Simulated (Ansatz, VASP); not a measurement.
# Si in VASP and in Ansatz

The input POSCAR:

```
Si
1.0
    0.0000000000      2.7765612738      2.7765612738
    2.7765612738      0.0000000000      2.7765612738
    2.7765612738      2.7765612738      0.0000000000
Si
2
Direct
    0.0000000000      0.0000000000      0.0000000000
    0.2500000000      0.2500000000      0.2500000000
```

INCAR.step1

```
  PREC = Accurate
  ENCUT = 520
  EDIFF = 1E-5
  ISMEAR = 0
  SIGMA = 0.01
  LREAL = F
  LASPH = T
  NELM = 80
  ALGO = Normal
  ISIF = 2
  LWAVE = T
  LCHARG = F
  GGA = PE
  NBANDS = 11
```

Contents of INCAR.step2:

```
  PREC = Accurate
  ENCUT = 520
  EDIFF = 1E-7
  ISMEAR = 0
  SIGMA = 0.01
  LREAL = F
  LASPH = T
  NELM = 80
  ALGO = Normal
  ISIF = 2
  LWAVE = F
  LCHARG = F
  GGA = PE
  LHFCALC = T
  HFSCREEN = 0.2079
  PRECFOCK = Normal
  ISTART = 1
  NBANDS = 11
```

Contents of KPOINTS:

```
Automatic mesh
0
Gamma
  6 6 6
```

Input for Ansatz:

```yaml
crystal:
  lattice:
    - [0.0, 2.7765612738, 2.7765612738]
    - [2.7765612738, 0.0, 2.7765612738]
    - [2.7765612738, 2.7765612738, 0.0]
  atoms:
    - { symbol: Si, position: [0.0, 0.0, 0.0] }
    - { symbol: Si, position: [0.25, 0.25, 0.25] }
kpoints:
  mp_grid: { grid: [6, 6, 6] }
  band_path:
    path:
      - [0.0, 0.0, 0.0]
      - [0.5, 0.0, 0.5]
      - [0.625, 0.25, 0.625]
      - [0.375, 0.375, 0.75]
      - [0.5, 0.5, 0.5]
      - [0.5, 0.25, 0.75]
      - [0.4, 0.0, 0.4]
    npoints: 1
hamiltonian:
  xc: hse06
scf:
  occupations: { method: fixed }
  n_extra_bands: 4
output:
  forces: true
  stress: true
  eigenvalues: true
```

Change from the starting cell: hydrostatic strain +2.0%.

Alike in both runs: task single point; functional HSE06; k mesh 6 × 6 × 6; no spin polarisation.

|  | VASP | Ansatz |
| --- | --- | --- |
| version | VASP 6.6.1 | Ansatz 0.2.0 |
| potentials or method | VASP PAW PBE potentials, release 64 (Si) | plane waves, PAW |
| plane-wave cutoff (eV) | 520 | 420 |
| occupations | gaussian, width 0.01 eV | fixed |
| valence electrons in the cell | 8 | 8 |

Ansatz gave:

| Property | Result |
| --- | --- |
| gap on the k mesh at the Fermi level (eV) | 1.39 |
| pressure (GPa) | -5.3 |

Task: Which values does VASP return?

Result: gap on the k mesh at the Fermi level (eV): 1.40; pressure (GPa): -5.6.

Ansatz's warnings: stress exchange threshold loose, stress scf threshold loose.
